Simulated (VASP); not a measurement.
# Fe (Fm-3m) in VASP: notebook

The runs below take Fe through single point, with PBEsol.

Program: VASP 6.6.1. These are calculated values, not measurements. Logs are shortened: lines on timing, memory, paths and dates and some standing lists are left out, and cuts for length are marked.

## 1. The cell of the first run

Symmetry: Fm-3m, No. 225, cubic system. Conventional cell: a = 3.531 Å, b = 3.531 Å, c = 3.531 Å, α = 90.00°, β = 90.00°, γ = 90.00°. Within 3.3 Å of Fe (site symmetry m-3m) lie 12 Fe at 2.50 Å.

This isn't the form of Fe at room conditions, which is bcc.

## 2. Single point, PBEsol, collinear spin, ferromagnetic start

Input file INCAR:

```
SYSTEM = Fe
PREC     = Accurate       ! precision mode
ENCUT    = 600            ! plane-wave cutoff, eV
EDIFF    = 1E-6           ! SCF threshold, eV
ISMEAR   = -1             ! smearing method
SIGMA    = 0.1            ! smearing width, eV
LREAL    = .FALSE.        ! projectors in reciprocal space
LASPH    = .TRUE.         ! aspherical terms in the spheres
NELM     = 200            ! most SCF steps
ALGO     = Normal         ! electronic algorithm
ISIF     = 2              ! what is computed and relaxed
LWAVE    = .FALSE.        ! write WAVECAR
LCHARG   = .FALSE.        ! write CHGCAR
ISPIN    = 2              ! spin polarisation
MAGMOM   = 1.3 1.3        ! initial moments
LORBIT   = 11             ! projections on sites
LMAXMIX  = 4              ! l up to which the mixer works
GGA      = PS             ! functional
ISYM     = 0            
NBANDS   = 19             ! bands
GGA_COMPAT= .FALSE.
```

Input file KPOINTS:

```
Automatic mesh
0
G
  6 11 11
  0 0 0
```

Input file POSCAR:

```
Fe
1.0
    0.0000000000      3.5310000000      3.5310000000
    1.7655000000      0.0000000000      1.7655000000
    1.7655000000      1.7655000000      0.0000000000
Fe
2
Direct
    0.0000000000      0.0000000000      0.0000000000
    0.5000000000      0.0000000000      0.0000000000
```

Potentials or basis: VASP PAW PBE potentials, release 64 (Fe).

Run with:

```
> cat potpaw_PBE.64/Fe/POTCAR > POTCAR
> mpirun -np 1 vasp_std > vasp.out
```

OUTCAR:

```text
SYSTEM = Fe
   PREC = Accurate
   ENCUT = 600
   EDIFF = 1E-6
   ISMEAR = -1
   LREAL = .FALSE.
   LASPH = .TRUE.
   NELM = 200
   ISIF = 2
   ISPIN = 2
   LORBIT = 11
   GGA = PS
   ISYM = 0

 ion  position               nearest neighbor table
   1  0.000  0.000  0.000-   2 2.50   2 2.50   2 2.50   2 2.50   2 2.50   2 2.50
   2  0.500  0.000  0.000-   1 2.50   1 2.50   1 2.50   1 2.50   1 2.50   1 2.50

IMPORTANT INFORMATION: All symmetrisations will be switched off!
NOSYMM: (Re-)initialisation of all symmetry stuff for point group C_1.

----------------------------------------------------------------------------------------

                                     Primitive cell

  volume of cell :      22.0122

  direct lattice vectors                    reciprocal lattice vectors
     0.000000000  3.531000000  3.531000000    -0.141602945  0.141602945  0.141602945
     1.765500000  0.000000000  1.765500000     0.283205891 -0.283205891  0.283205891
     1.765500000  1.765500000  0.000000000     0.283205891  0.283205891 -0.283205891

  length of vectors
     4.993588089  2.496794044  2.496794044     0.245263496  0.490526992  0.490526992

  position of ions in fractional coordinates (direct lattice)
     0.000000000  0.000000000  0.000000000
     0.500000000  0.000000000  0.000000000

  ion indices of the primitive-cell ions
   primitive index   ion index
                 1           1
                 2           2

----------------------------------------------------------------------------------------

 KPOINTS: Automatic mesh

Automatic generation of k-mesh.
 Grid dimensions read from file:
 generate k-points for:    6   11   11

 Generating k-lattice:

  Cartesian coordinates                     Fractional coordinates (reciprocal lattice)
    -0.023600491  0.023600491  0.023600491     0.166666667  0.000000000  0.000000000
     0.025745990 -0.025745990  0.025745990     0.000000000  0.090909091  0.000000000
     0.025745990  0.025745990 -0.025745990     0.000000000  0.000000000  0.090909091

  Length of vectors
     0.040877249  0.044593363  0.044593363

  Shift w.r.t. Gamma in fractional coordinates (k-lattice)
     0.000000000  0.000000000  0.000000000

 -----------------------------------------------------------------------------
|                                                                             |
|           W    W    AA    RRRRR   N    N  II  N    N   GGGG   !!!           |
|           W    W   A  A   R    R  NN   N  II  NN   N  G    G  !!!           |
|           W    W  A    A  R    R  N N  N  II  N N  N  G       !!!           |
|           W WW W  AAAAAA  RRRRR   N  N N  II  N  N N  G  GGG   !            |
|           WW  WW  A    A  R   R   N   NN  II  N   NN  G    G                |
|           W    W  A    A  R    R  N    N  II  N    N   GGGG   !!!           |
|                                                                             |
|     Your reciprocal lattice and k-lattice belong to different lattice       |
|     classes:                                                                |
|                                                                             |
|        The reciprocal lattice is rhombohedral (trigonal),                   |
|        whereas your k-lattice is base-centered monoclinic.                  |
|                                                                             |
|     Results are often still useful ...                                      |
|                                                                             |
 -----------------------------------------------------------------------------

 WARNING: IBZKPT: internal override: KBLOWUP is changed to .FALSE.
      ... skipping the blow-up phase ...

 Subroutine IBZKPT returns following result:
 ===========================================

 Found    364 irreducible k-points:

 Following reciprocal coordinates:
            Coordinates               Weight
  0.000000  0.000000  0.000000      1.000000
  0.166667  0.000000  0.000000      2.000000
  0.333333  0.000000  0.000000      2.000000
  0.500000  0.000000  0.000000      1.000000
  0.000000  0.090909  0.000000      2.000000
  0.166667  0.090909  0.000000      2.000000
[... 16 lines left out ...]
  0.000000  0.363636  0.000000      2.000000
  0.166667  0.363636  0.000000      2.000000
 [... further k-points ...]
   k-points           NKPTS =    364   k-points in BZ     NKDIM =    364   number of bands    NBANDS=     19
   number of dos      NEDOS =    301   number of ions     NIONS =      2
   total plane-waves  NPLWV =  16000
   dimension x,y,z NGX =    40 NGY =   20 NGZ =   20
   dimension x,y,z NGXF=    80 NGYF=   40 NGZF=   40
   ions per type =               2
   NGX,Y,Z   is equivalent  to a cutoff of  13.32, 13.32, 13.32 a.u.
   NGXF,Y,Z  is equivalent  to a cutoff of  26.63, 26.63, 26.63 a.u.
 SYSTEM =  Fe
   PREC   = accura    normal or accurate (medium, high low for compatibility)
   ISTART =      0    job   : 0-new  1-cont  2-samecut
   ICHARG =      2    charge: 1-file 2-atom 10-const
   ISPIN  =      2    spin polarized calculation?
   LNONCOLLINEAR =      F non collinear calculations
   LSORBIT =      F    spin-orbit coupling
   LASPH  =      T    aspherical Exc in radial PAW
   ENCUT  =  600.0 eV  44.10 Ry    6.64 a.u.   9.97  4.99  4.99*2*pi/ulx,y,z
   NELM   =    200;   NELMIN=  2; NELMDL= -5     # of ELM steps
   EDIFF  = 0.1E-05   stopping-criterion for ELM
   LREAL  =      F    real-space projection
   EDIFFG = 0.1E-04   stopping-criterion for IOM
   NSW    =      0    number of steps for IOM
   IBRION =     -1    ionic relax: 0-MD 1-quasi-New 2-CG
   NFREE  =      0    steps in history (QN), initial steepest desc. (CG)
   ISIF   =      2    stress and relaxation
   ISYM   =      0    0-nonsym 1-usesym 2-fastsym
   POTIM  = 0.5000    time-step for ionic-motion
   TEBEG  =    0.0;   TEEND  =   0.0 temperature during run
   PSTRESS=    0.0 pullay stress
   NELECT =      16.0000    total number of electrons
   NUPDOWN=      -1.0000    fix difference up-down
   EMIN   =  10.00;   EMAX   =-10.00  energy-range for DOS
   EFERMI =   0.00;   METHOD = LEGACY
   ISMEAR =    -1;   SIGMA  =   0.10  broadening in eV -4-tet -1-fermi 0-gaus
   EFERMI_NEDOS =   21; number of points for ismear=-14 and -15
   IALGO  =     38    algorithm
   IMIX   =      4    mixing-type and parameters
     AMIX     =   0.40;   BMIX     =  1.00
     AMIX_MAG =   1.60;   BMIX_MAG =  1.00
  volume/ion in A,a.u.               =      11.01        74.27
  Fermi-wavevector in a.u.,A,eV,Ry     =   1.471952  2.781587 29.478980  2.166644
  Thomas-Fermi vector in A             =   2.587026
   LORBIT       =     11    0 simple, 1 ext, 2 COOP (PROOUT), +10 PAW based schemes
   GGA     = PS    functional components
   LHFCALC =     F    Hartree Fock is set to
   AEXX    =    0.0000 exact exchange contribution
   IVDW    =     0    specifies the selected vdW correction
   LEPSILON=     F    determine dielectric tensor
   LRPA    =     F    only Hartree local field effects (RPA)
 spin polarized calculation
  energy-cutoff  :      600.00
  volume of cell :       22.01
 maximum number of plane-waves:       748
   NGX = 19   NGY =  9   NGZ =  9

 number of electron      15.9999991 magnetization       2.4152977

 Free energy of the ion-electron system (eV)
  ---------------------------------------------------
  ext. energy  EPLUGINS =         0.00000000
  ---------------------------------------------------
  free energy    TOTEN  =       -17.60276659 eV

  energy without entropy =      -17.48852760  energy(sigma->0) =      -17.54564709

 E-fermi :   5.9568     XC(G=0): -13.4897

 val. band max:        5.9556226376   @ k =   0.1667   0.1818   0.2727
 cond. band min:       5.9571978749   @ k =   0.1667  -0.2727   0.0909
 fundamental gap:      0.0015752374
 Fermi energy:         5.9568288307

 spin component 1

 k-point     1 :       0.0000    0.0000    0.0000
  band No.  band energies     occupation
      1      -2.6801      1.00000
      2       1.1477      1.00000
      3       3.7676      1.00000
      4       3.7680      1.00000
      5       4.0102      1.00000
      6       4.0111      1.00000
[... 11 lines left out ...]
     18      33.3655      0.00000
     19      33.3658      0.00000

 k-point     2 :       0.1667    0.0000    0.0000
  band No.  band energies     occupation
      1      -2.4022      1.00000
      2       1.0647      1.00000
      3       3.8259      1.00000
      4       3.8263      1.00000
      5       3.9209      1.00000
      6       4.0836      1.00000
[... 476 lines left out ...]
 k-point    24 :       0.1667    0.3636    0.0000
  band No.  band energies     occupation
      1       0.8081      1.00000
      2       1.6022      1.00000
      3       2.2481      1.00000
      4       3.6329      1.00000
      5       3.8980      1.00000
      6       4.1200      1.00000
[... 11 lines left out ...]
     18      27.8844      0.00000
     19      28.8760      0.00000

 [... further k-points ...]

 spin component 2

 k-point     1 :       0.0000    0.0000    0.0000
  band No.  band energies     occupation
      1      -2.5184      1.00000
      2       1.7353      1.00000
      3       4.9521      0.99996
      4       4.9526      0.99996
      5       4.9548      0.99996
      6       5.0239      0.99991
[... 11 lines left out ...]
     18      33.6472      0.00000
     19      33.6494      0.00000

 k-point     2 :       0.1667    0.0000    0.0000
  band No.  band energies     occupation
      1      -2.2397      1.00000
      2       1.5884      1.00000
      3       4.8477      0.99998
      4       5.0305      0.99991
      5       5.0324      0.99990
      6       5.0750      0.99985
[... 476 lines left out ...]
 k-point    24 :       0.1667    0.3636    0.0000
  band No.  band energies     occupation
      1       1.1598      1.00000
      2       2.6457      1.00000
      3       3.0046      1.00000
      4       4.3461      1.00000
      5       5.0905      0.99983
      6       5.3382      0.99795
[... 11 lines left out ...]
     18      28.1875      0.00000
     19      29.2599      0.00000

 [... further k-points ...]
[... 5 lines left out ...]
  --------------------------------------------------------------------------------------
  -------------------------------------------------------------------------------------
  Total       -2.4373988     -2.4322754     -2.4322309     -0.0043287      0.0006167     -0.0043307
  in kB     -177.4083373   -177.0354202   -177.0321803     -0.3150719      0.0448872     -0.3152114
  external PRESSURE =    -177.1586460 kB  Pullay stress =       0.0000000 kB

 VOLUME and BASIS-vectors are now :
 -----------------------------------------------------------------------------
  energy-cutoff  :      600.00
  volume of cell :       22.01
      direct lattice vectors                 reciprocal lattice vectors
     0.000000000  3.531000000  3.531000000    -0.141602945  0.141602945  0.141602945
     1.765500000  0.000000000  1.765500000     0.283205891 -0.283205891  0.283205891
     1.765500000  1.765500000  0.000000000     0.283205891  0.283205891 -0.283205891

 POSITION                                       TOTAL-FORCE (eV/Angst)
 -----------------------------------------------------------------------------------
      0.00000      0.00000      0.00000         0.000000      0.000000     -0.000000
      0.00000      1.76550      1.76550        -0.000000     -0.000000      0.000000
 -----------------------------------------------------------------------------------
    total drift:                                0.000001      0.000001      0.000000

  FREE ENERGIE OF THE ION-ELECTRON SYSTEM (eV)
  ---------------------------------------------------
  free  energy   TOTEN  =       -17.6027665853 eV

  energy  without entropy=      -17.4885276033  energy(sigma->0) =      -17.54564709

 total charge

# of ion       s       p       d       tot
------------------------------------------
    1        0.505   0.568   6.262   7.335
    2        0.505   0.568   6.262   7.335
--------------------------------------------------
tot          1.010   1.136  12.523  14.670

 magnetization (x)

# of ion       s       p       d       tot
------------------------------------------
    1       -0.008  -0.021   1.225   1.195
    2       -0.008  -0.021   1.225   1.195
--------------------------------------------------
tot         -0.016  -0.043   2.449   2.390
```

Run time: 5.2 min. Hardware: 1 thread of Intel Xeon Platinum 8259CL at 2.50GHz (Skylake/Cascade Lake), shared host; peak memory 0.36 GiB.

Results:

```
Free energy                                           : -17.6028 eV
Pressure                                              : -17.7 GPa
Net moment                                            : 2.42 μB per cell
Site moments                                          : Fe +1.20 μB
Valence electrons inside the program's atomic spheres : Fe 7.33
```

Levels at points of the mesh, in eV from the Fermi level:
Spin up:
```tsv
k point	band 5	band 6	band 7	band 8	band 9	band 10	band 11	band 12	band 13	band 14
(0.00, 0.00, 0.00)	-1.95	-1.95	-1.94	-0.87	-0.87	0.01	0.26	0.26	7.24	21.24
(0.50, 0.00, 0.00)	-1.80	-1.80	-1.80	-1.80	-0.65	-0.65	-0.64	-0.64	15.24	15.24
```
Spin down:
```
           k point  band 5  band 6  band 7  band 8  band 9  band 10
(0.00, 0.00, 0.00)   -1.00   -0.93   -0.93    0.15    0.77     0.77
(0.50, 0.00, 0.00)   -0.68   -0.68   -0.67   -0.67    0.80     0.80
```

Caveat: the cell stands under tension; the PAW data sets were made with another functional, which shifts forces and pressure a little.

(Part 1 of 2 ends here.)
